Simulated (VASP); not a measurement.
# CsSrF3 (P1) in VASP: single point with LDA

Aim: the single point of CsSrF3 with LDA.

All numbers are computed with VASP 6.6.1; they aren't measurements. Logs are shortened: lines on timing, memory, paths and dates and some standing lists are left out, and cuts for length are marked.

### Step 1. The cell of the first run

The typed cell holds 5 atoms: a = 4.646 Å, b = 4.650 Å, c = 4.647 Å, α = 90.15°, β = 90.29°, γ = 89.99°.

### Step 2. Single point, LDA

INCAR

```
SYSTEM = CsSrF3
PREC = Accurate
ENCUT = 520
EDIFF = 1E-7
ISMEAR = 0
SIGMA = 0.05
LREAL = .FALSE.
LASPH = .TRUE.
NELM = 100
ALGO = Normal
ISIF = 2
LWAVE = .FALSE.
LCHARG = .FALSE.
GGA = CA
NBANDS = 28
```

KPOINTS

```
regular mesh
0
G
  6 6 6
  0 0 0
```

POSCAR

```
CsSrF3
1.0
    4.6462727218      0.0004846460     -0.0115011873
    0.0005055065      4.6498351691     -0.0059955915
   -0.0117927791     -0.0058332198      4.6468966409
Cs Sr F
1 1 3
Direct
   -0.0020342116      0.0083551254     -0.0001929730
    0.4995478301      0.5017373935      0.4999729405
   -0.0002914618      0.4987637789      0.5075794297
    0.5015118515      0.0011707125      0.4926681102
    0.5012659919      0.4899729897     -0.0000275075
```

Potentials or basis: VASP PAW LDA potentials, release 64 (Cs_sv, Sr_sv, F).

Run with:

```
> cat potpaw_LDA.64/Cs_sv/POTCAR potpaw_LDA.64/Sr_sv/POTCAR potpaw_LDA.64/F/POTCAR > POTCAR
> mpirun -np 1 vasp_std > vasp.out
```

OUTCAR:

```text
SYSTEM = CsSrF3
   PREC = Accurate
   ENCUT = 520
   EDIFF = 1E-7
   ISMEAR = 0
   LREAL = .FALSE.
   LASPH = .TRUE.
   NELM = 100
   ISIF = 2
   GGA = CA

 ion  position               nearest neighbor table
   1  0.998  0.008  1.000-   2 4.00   2 4.00   2 4.01   2 4.02   2 4.03   2 4.04   2 4.05   2 4.05

   2  0.500  0.502  0.500-   4 2.32   3 2.32   5 2.32   3 2.32   5 2.32   4 2.33   1 4.00   1 4.00
                             1 4.01   1 4.02   1 4.03   1 4.04   1 4.05   1 4.05
   3  1.000  0.499  0.508-   2 2.32   2 2.32
   4  0.502  0.001  0.493-   2 2.32   2 2.33
   5  0.501  0.490  1.000-   2 2.32   2 2.32

  LATTYP: Found a triclinic cell.
 ALAT       =     8.0428207483
 B/A-ratio  =     1.2924407726
 C/A-ratio  =     0.5777718305
 COS(alpha) =     0.0000360344
 COS(beta)  =     0.5763470613
 COS(gamma) =     0.7752937739

  Lattice vectors:

 A1 = (  -4.6339744362,   4.6551837429,  -4.6413910451)
 A2 = (  -4.6452617088,   9.2991856922,  -0.0004899957)
 A3 = (   0.0117927791,   0.0058332198,  -4.6468966409)

Analysis of symmetry for initial positions (statically):
=====================================================================
 Subroutine PRICEL returns:
 Original cell was already a primitive cell.

 Routine SETGRP: Setting up the symmetry group for a
 triclinic supercell.

 Subroutine GETGRP returns: Found  1 space group operations
 (whereof  1 operations were pure point group operations)
 out of a pool of  2 trial point group operations.

The static configuration has the point symmetry C_1 .

Analysis of symmetry for dynamics (positions and initial velocities):
=====================================================================
 Subroutine PRICEL returns:
 Original cell was already a primitive cell.

 Routine SETGRP: Setting up the symmetry group for a
 triclinic supercell.

 Subroutine GETGRP returns: Found  1 space group operations
 (whereof  1 operations were pure point group operations)
 out of a pool of  2 trial point group operations.

The dynamic configuration has the point symmetry C_1 .

 Subroutine INISYM returns: Found  1 space group operations
 (whereof  1 operations are pure point group operations),
 and found     1 'primitive' translations

----------------------------------------------------------------------------------------

                                     Primitive cell

  volume of cell :     100.3926

  direct lattice vectors                    reciprocal lattice vectors
     4.646272722  0.000484646 -0.011501187     0.215227636 -0.000022694  0.000546171
     0.000505507  4.649835169 -0.005995592    -0.000021765  0.215061737  0.000269910
    -0.011792779 -0.005833220  4.646896641     0.000532666  0.000277424  0.215199084

  length of vectors
     4.646286982  4.649839062  4.646915266     0.215228330  0.215061908  0.215199922

  position of ions in fractional coordinates (direct lattice)
     0.997965788  0.008355125  0.999807027
     0.499547830  0.501737394  0.499972941
     0.999708538  0.498763779  0.507579430
     0.501511851  0.001170712  0.492668110
     0.501265992  0.489972990  0.999972492

  ion indices of the primitive-cell ions
   primitive index   ion index
                 1           1
                 2           2
                 3           3
                 4           4
                 5           5

----------------------------------------------------------------------------------------

 KPOINTS: regular mesh

Automatic generation of k-mesh.
 Grid dimensions read from file:
 generate k-points for:    6    6    6

 Generating k-lattice:

  Cartesian coordinates                     Fractional coordinates (reciprocal lattice)
     0.035871273 -0.000003782  0.000091028     0.166666667 -0.000000000  0.000000000
    -0.000003627  0.035843623  0.000044985     0.000000000  0.166666667  0.000000000
     0.000088778  0.000046237  0.035866514    -0.000000000 -0.000000000  0.166666667

  Length of vectors
     0.035871388  0.035843651  0.035866654

  Shift w.r.t. Gamma in fractional coordinates (k-lattice)
     0.000000000  0.000000000  0.000000000

 Subroutine IBZKPT returns following result:
 ===========================================

 Found    112 irreducible k-points:

 Following reciprocal coordinates:
            Coordinates               Weight
  0.000000  0.000000  0.000000      1.000000
  0.166667  0.000000 -0.000000      2.000000
  0.333333  0.000000  0.000000      2.000000
  0.500000 -0.000000 -0.000000      1.000000
 -0.000000  0.166667  0.000000      2.000000
  0.166667  0.166667 -0.000000      2.000000
[... 16 lines left out ...]
  0.333333 -0.000000  0.166667      2.000000
  0.500000 -0.000000  0.166667      2.000000
 [... further k-points ...]
   k-points           NKPTS =    112   k-points in BZ     NKDIM =    112   number of bands    NBANDS=     28
   number of dos      NEDOS =    301   number of ions     NIONS =      5
   total plane-waves  NPLWV =  46656
   dimension x,y,z NGX =    36 NGY =   36 NGZ =   36
   dimension x,y,z NGXF=    72 NGYF=   72 NGZF=   72
   ions per type =               1   1   3
   NGX,Y,Z   is equivalent  to a cutoff of  12.88, 12.87, 12.88 a.u.
   NGXF,Y,Z  is equivalent  to a cutoff of  25.76, 25.74, 25.76 a.u.
 SYSTEM =  CsSrF3
   PREC   = accura    normal or accurate (medium, high low for compatibility)
   ISTART =      0    job   : 0-new  1-cont  2-samecut
   ICHARG =      2    charge: 1-file 2-atom 10-const
   ISPIN  =      1    spin polarized calculation?
   LNONCOLLINEAR =      F non collinear calculations
   LSORBIT =      F    spin-orbit coupling
   LASPH  =      T    aspherical Exc in radial PAW
   ENCUT  =  520.0 eV  38.22 Ry    6.18 a.u.   8.64  8.65  8.64*2*pi/ulx,y,z
   NELM   =    100;   NELMIN=  2; NELMDL= -5     # of ELM steps
   EDIFF  = 0.1E-06   stopping-criterion for ELM
   LREAL  =      F    real-space projection
   EDIFFG = 0.1E-05   stopping-criterion for IOM
   NSW    =      0    number of steps for IOM
   IBRION =     -1    ionic relax: 0-MD 1-quasi-New 2-CG
   NFREE  =      0    steps in history (QN), initial steepest desc. (CG)
   ISIF   =      2    stress and relaxation
   ISYM   =      2    0-nonsym 1-usesym 2-fastsym
   POTIM  = 0.5000    time-step for ionic-motion
   TEBEG  =    0.0;   TEEND  =   0.0 temperature during run
   PSTRESS=    0.0 pullay stress
   NELECT =      40.0000    total number of electrons
   NUPDOWN=      -1.0000    fix difference up-down
   EMIN   =  10.00;   EMAX   =-10.00  energy-range for DOS
   EFERMI =   0.00;   METHOD = LEGACY
   ISMEAR =     0;   SIGMA  =   0.05  broadening in eV -4-tet -1-fermi 0-gaus
   EFERMI_NEDOS =   21; number of points for ismear=-14 and -15
   IALGO  =     38    algorithm
   IMIX   =      4    mixing-type and parameters
     AMIX     =   0.40;   BMIX     =  1.00
     AMIX_MAG =   1.60;   BMIX_MAG =  1.00
  volume/ion in A,a.u.               =      20.08       135.50
  Fermi-wavevector in a.u.,A,eV,Ry     =   1.204650  2.276458 19.744525  1.451182
  Thomas-Fermi vector in A             =   2.340369
   LORBIT       =      0    0 simple, 1 ext, 2 COOP (PROOUT), +10 PAW based schemes
   GGA     = CA    functional components
   LHFCALC =     F    Hartree Fock is set to
   AEXX    =    0.0000 exact exchange contribution
   IVDW    =     0    specifies the selected vdW correction
   LEPSILON=     F    determine dielectric tensor
   LRPA    =     F    only Hartree local field effects (RPA)
 non-spin polarized calculation
 Gauss-broadening in eV      SIGMA  =   0.05
  energy-cutoff  :      520.00
  volume of cell :      100.39
 maximum number of plane-waves:      2730
 NGX is ok and might be reduce to    36
   NGX = 17   NGY = 17   NGZ = 17

 number of electron      40.0000013 magnetization

 Free energy of the ion-electron system (eV)
  ---------------------------------------------------
  ext. energy  EPLUGINS =         0.00000000
  ---------------------------------------------------
  free energy    TOTEN  =       -27.18400158 eV

  energy without entropy =      -27.18400158  energy(sigma->0) =      -27.18400158

 E-fermi :  -1.8399     XC(G=0):  -9.4256

 val. band max:       -2.1005003663   @ k =   0.0000   0.0000   0.0000
 cond. band min:       4.1862650171   @ k =   0.0000   0.0000   0.0000
 fundamental gap:      6.2867653834
 Fermi energy:        -1.8399320410

 k-point     1 :       0.0000    0.0000    0.0000
  band No.  band energies     occupation
      1     -31.4478      2.00000
      2     -20.8823      2.00000
      3     -20.8243      2.00000
      4     -20.8199      2.00000
      5     -19.7101      2.00000
      6     -13.9572      2.00000
[... 20 lines left out ...]
     27      10.2491      0.00000
     28      10.2853      0.00000

 k-point     2 :       0.1667    0.0000   -0.0000
  band No.  band energies     occupation
      1     -31.4436      2.00000
      2     -20.9212      2.00000
      3     -20.8384      2.00000
      4     -20.8191      2.00000
      5     -19.7266      2.00000
      6     -13.9510      2.00000
[... 20 lines left out ...]
     27       9.7526      0.00000
     28       9.7772      0.00000

 k-point     3 :       0.3333    0.0000    0.0000
  band No.  band energies     occupation
      1     -31.4353      2.00000
      2     -21.0451      2.00000
      3     -20.8196      2.00000
      4     -20.8123      2.00000
      5     -19.7606      2.00000
      6     -13.9422      2.00000
[... 20 lines left out ...]
     27       8.9204      0.00000
     28       8.9531      0.00000

 k-point     4 :       0.5000   -0.0000   -0.0000
  band No.  band energies     occupation
      1     -31.4311      2.00000
      2     -21.1068      2.00000
      3     -20.8184      2.00000
      4     -20.7971      2.00000
      5     -19.7783      2.00000
      6     -13.9377      2.00000
[... 578 lines left out ...]
     27       8.9209      0.00000
     28       9.2360      0.00000

 k-point    23 :       0.3333   -0.0000    0.1667
  band No.  band energies     occupation
      1     -31.4312      2.00000
      2     -21.0368      2.00000
      3     -20.8873      2.00000
      4     -20.8103      2.00000
      5     -19.7692      2.00000
      6     -13.9369      2.00000
[... 20 lines left out ...]
     27       8.2619      0.00000
     28       8.5655      0.00000

 k-point    24 :       0.5000   -0.0000    0.1667
  band No.  band energies     occupation
      1     -31.4270      2.00000
      2     -21.0988      2.00000
      3     -20.8800      2.00000
      4     -20.8030      2.00000
      5     -19.7838      2.00000
      6     -13.9326      2.00000
[... 20 lines left out ...]
     27       8.4527      0.00000
     28       8.7954      0.00000

 [... further k-points ...]
[... 5 lines left out ...]
  --------------------------------------------------------------------------------------
  -------------------------------------------------------------------------------------
  Total        0.2651836      0.2241015      0.2488518     -0.0043497      0.0133414      0.0404364
  in kB        4.2320958      3.5764611      3.9714544     -0.0694173      0.2129177      0.6453288
  external PRESSURE =       3.9266704 kB  Pullay stress =       0.0000000 kB

 VOLUME and BASIS-vectors are now :
 -----------------------------------------------------------------------------
  energy-cutoff  :      520.00
  volume of cell :      100.39
      direct lattice vectors                 reciprocal lattice vectors
     4.646272722  0.000484646 -0.011501187     0.215227636 -0.000022694  0.000546171
     0.000505507  4.649835169 -0.005995592    -0.000021765  0.215061737  0.000269910
    -0.011792779 -0.005833220  4.646896641     0.000532666  0.000277424  0.215199084

 POSITION                                       TOTAL-FORCE (eV/Angst)
 -----------------------------------------------------------------------------------
      4.62503      0.03350      4.63447         0.000752     -0.004004      0.000011
      2.31539      2.33032      2.31457        -0.000929      0.003627     -0.000070
      4.63918      2.31669      2.34418        -0.000060     -0.000258      0.000554
      2.32435      0.00281      2.28360        -0.000051      0.000997     -0.000284
      2.31747      2.27270      4.63807         0.000287     -0.000363     -0.000211
 -----------------------------------------------------------------------------------
    total drift:                                0.000010     -0.000029     -0.000036

  FREE ENERGIE OF THE ION-ELECTRON SYSTEM (eV)
  ---------------------------------------------------
  free  energy   TOTEN  =       -27.1840015805 eV

  energy  without entropy=      -27.1840015805  energy(sigma->0) =      -27.18400158
```

Wall time 4.1 min (1 thread of Intel Xeon Platinum 8488C (Sapphire Rapids), shared host); peak memory 0.39 GiB.

What came out:

| Item | Value |
| --- | --- |
| Free energy | -27.1840 eV |
| Pressure | 0.4 GPa |
| Largest force | 0.004 eV/Å |
| Band gap on the k mesh | 6.29 eV, direct |

Forces in eV/Å, atoms in the order of the input:
```
Cs   0.001 -0.004  0.000
Sr  -0.001  0.004  0.000
F    0.000  0.000  0.001
F    0.000  0.001  0.000
F    0.000  0.000  0.000
```

Stress tensor (GPa, compression positive):
```
 0.42 -0.01  0.06
-0.01  0.36  0.02
 0.06  0.02  0.40
```

Caveat: the cell differs from its parent crystal (all atoms moved at random, sigma 0.1 Å a component, cell strained at random, sigma 0.03, then relaxed in part); spin-orbit coupling is left out, which moves the levels of the heavy elements. A k mesh can miss the band edges.
